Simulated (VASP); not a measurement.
Here is a VASP 6.6.1 calculation.

File INCAR:

```
ALGO = Normal ; EDIFF = 1E-6
ENCUT = 520 ; GGA = PE
ISIF = 2 ; ISMEAR = 0
LASPH = T ; LCHARG = F
LREAL = F ; LWAVE = F
NBANDS = 50 ; NELM = 100
PREC = Accurate ; SIGMA = 0.02
```

The input KPOINTS:

```
k-points
0
Gamma
  6 6 6
```

Contents of POSCAR:

```
TiFeC6N6
1.0
    0.0000000000      5.0829320697      5.0829320697
    5.0829320697      0.0000000000      5.0829320697
    5.0829320697      5.0829320697      0.0000000000
Ti Fe C N
1 1 6 6
Direct
    0.5000000000      0.5000000000      0.5000000000
    0.0000000000      0.0000000000      0.0000000000
    0.8158937047      0.1841062953      0.1841062953
    0.1841062953      0.8158937047      0.1841062953
    0.1841062953      0.1841062953      0.8158937047
    0.1841062953      0.8158937047      0.8158937047
    0.8158937047      0.1841062953      0.8158937047
    0.8158937047      0.8158937047      0.1841062953
    0.7002568094      0.2997431906      0.2997431906
    0.2997431906      0.7002568094      0.2997431906
    0.2997431906      0.2997431906      0.7002568094
    0.2997431906      0.7002568094      0.7002568094
    0.7002568094      0.2997431906      0.7002568094
    0.7002568094      0.7002568094      0.2997431906
```

Potentials or basis: VASP PAW PBE potentials, release 64 (Ti_sv, Fe, C, N).

Launch:

```bash
$ cat potpaw_PBE.64/Ti_sv/POTCAR potpaw_PBE.64/Fe/POTCAR potpaw_PBE.64/C/POTCAR potpaw_PBE.64/N/POTCAR > POTCAR
$ mpirun -np 1 vasp_std > vasp.out
```

(1) Predict the pressure.

(2) Estimate the largest force.

(3) Predict the band gap on the k mesh.

Results:

(1) 0.4 GPa.

(2) 0.337 eV/Å.

(3) 1.35 eV (least direct gap 1.50 eV).
